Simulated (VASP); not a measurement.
Here is a VASP 6.6.1 calculation.

The input POSCAR:

```
NaHF2
1.0
    1.7628357200      1.0177763000      4.6515013400
   -1.7628357200      1.0177763000      4.6515013400
    0.0000000000     -2.0355424400      4.6515013400
H F Na
1 2 1
Direct
    0.5000000000      0.5000000000      0.5000000000
    0.4176000000      0.4176000000      0.4176000000
    0.5824000000      0.5824000000      0.5824000000
    0.0000000000      0.0000000000      0.0000000000
```

INCAR.step1

```
  ALGO = Normal
  EDIFF = 1E-4
  ENCUT = 520
  GGA = PE
  ISMEAR = -1
  LASPH = True
  LCHARG = False
  LREAL = False
  LWAVE = True
  NBANDS = 19
  NELM = 80
  PREC = Accurate
  SIGMA = 0.1
```

The input INCAR.step2:

```
  ALGO = Normal
  EDIFF = 1E-6
  ENCUT = 520
  ISIF = 2
  ISMEAR = -1
  ISTART = 1
  LASPH = True
  LCHARG = False
  LMIXTAU = True
  LREAL = False
  LWAVE = False
  METAGGA = R2SCAN
  NBANDS = 19
  NELM = 80
  PREC = Accurate
  SIGMA = 0.1
```

The input KPOINTS:

```
k-points
0
Gamma
  9 9 9
```

Potentials or basis: VASP PAW PBE potentials, release 64 (H, F, Na_pv).

Launch:

```sh
$ cat potpaw_PBE.64/H/POTCAR potpaw_PBE.64/F/POTCAR potpaw_PBE.64/Na_pv/POTCAR > POTCAR
$ cp INCAR.step1 INCAR
$ mpirun -np 1 vasp_std > vasp.out
$ cp INCAR.step2 INCAR
$ mpirun -np 1 vasp_std > vasp.out
```

(1) Predict the pressure.

(2) Estimate the largest force.

(3) Estimate the band gap on the k mesh.

## Answers

(1) -3.1 GPa.

(2) 0.113 eV/Å.

(3) 7.57 eV (least direct gap 7.67 eV).

Caveat: the cell stands under tension; the PAW data sets were made with another functional, which shifts forces and pressure a little; an odd mesh through Γ misses points on the zone boundary, where band edges can lie.
